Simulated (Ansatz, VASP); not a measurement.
**Al2Cl2F in VASP and in Ansatz**

The input INCAR:

```
ALGO = Normal ; EDIFF = 1E-6
EDIFFG = -0.04 ; ENCUT = 600
GGA = PE ; IBRION = 2
ISIF = 3 ; ISMEAR = 0
LASPH = True ; LCHARG = False
LREAL = False ; LWAVE = False
NELM = 100 ; NSW = 90
PREC = Accurate ; SIGMA = 0.1
```

The input KPOINTS:

```
k-points
0
Gamma
  4 4 4
```

File POSCAR:

```
Al2Cl2F
1.0
    5.1849890700      0.0000000000      0.0000000000
    0.0000000000      5.1849890700      0.0000000000
    0.0000000000      0.0000000000      3.8210015800
Al Cl F
2 2 1
Direct
    0.0000000000      0.5000000000      0.7125503600
    0.5000000000      0.0000000000      0.7125503600
    0.0000000000      0.5000000000      0.1385374800
    0.5000000000      0.0000000000      0.1385374800
    0.0000000000      0.0000000000      0.7490375400
```

Input for Ansatz:

```yaml
crystal:
  lattice:
    - [5.18498907, 0.0, 0.0]
    - [0.0, 5.18498907, 0.0]
    - [0.0, 0.0, 3.82100158]
  atoms:
    - { symbol: Al, position: [0.0, 0.5, 0.71255036] }
    - { symbol: Al, position: [0.5, 0.0, 0.71255036] }
    - { symbol: Cl, position: [0.0, 0.5, 0.13853748] }
    - { symbol: Cl, position: [0.5, 0.0, 0.13853748] }
    - { symbol: F, position: [0.0, 0.0, 0.74903754] }
basis:
  ecutwfc: 420
kpoints:
  mp_grid: { grid: [4, 4, 4] }
hamiltonian:
  xc: pbe
scf:
  occupations: { method: gaussian, width: 0.1 }
  lower_state_search: "off"
output:
  forces: true
  stress: true
  eigenvalues: true
relax:
  adjacent_minimum: "off"
  f_tol: 0.04
  max_steps: 70
  cell: { stress_tol: 0.4 }
```

Alike in both runs: task relaxation of cell and atoms; functional PBE; k mesh 4 × 4 × 4; occupations gaussian, width 0.1 eV; no spin polarisation.

|  | VASP | Ansatz |
| --- | --- | --- |
| version | VASP 6.6.1 | Ansatz 0.2.0 |
| potentials or method | VASP PAW PBE potentials, release 64 (Al, Cl, F), cutoff 600 eV | scalar-relativistic, plane waves, PAW |
| valence electrons in the cell | 27 | 27 |

Ansatz gave:

| Quantity | Value |
| --- | --- |
| gap on the k mesh at the Fermi level, each at its own relaxed structure (eV) | none |
| relaxed volume (Å³/atom) | 19.96 |
| relaxed cell length with the largest relative difference (Å) | 4.748 |

Question: Estimate VASP's values.

Answer: gap on the k mesh at the Fermi level, each at its own relaxed structure (eV): none; relaxed volume (Å³/atom): 19.86; relaxed cell length with the largest relative difference (Å): 4.734.

A gap of «none» marks a metal or a gap that the smearing closes.

The k mesh is coarse, so the values compare programs but aren't converged.
